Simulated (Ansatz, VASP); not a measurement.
# One calculation of B3N2Cl, two programs

```
B N Cl
1.0
     6.18649    0.00000    0.00000
    -3.09325    5.35766    0.00000
     0.00000    0.00000    2.87529
B N Cl
3 2 1
Direct
  0.33333 0.66667 0.00000
  0.66667 0.33333 0.00000
  0.00000 0.00000 0.00000
  0.33333 0.66667 0.50000
  0.66667 0.33333 0.50000
  0.00000 0.00000 0.50000
```

Alike in both runs: functional PBE; k mesh 6 × 6 × 14; occupations gaussian, width 0.1 eV; no spin polarisation.

Ansatz relaxed the structure, and its values are those at the end. VASP's run is a single point on that final structure, the one shown.

```csv
,VASP,Ansatz
version,VASP 6.6.1,Ansatz 0.2.0
potentials or method,"VASP PAW PBE potentials, release 64 (B, N, Cl), cutoff 520 eV","scalar-relativistic, plane waves, PAW"
valence electrons in the cell,26,26
```

Ansatz gave:

* gap on the k mesh at the Fermi level (eV): none
* pressure (GPa): 0.0

**Question.** What did VASP give for the same quantities?

**Answer.** gap on the k mesh at the Fermi level (eV): none; pressure (GPa): -0.4.

A gap of «none» marks a metal or a gap that the smearing closes.
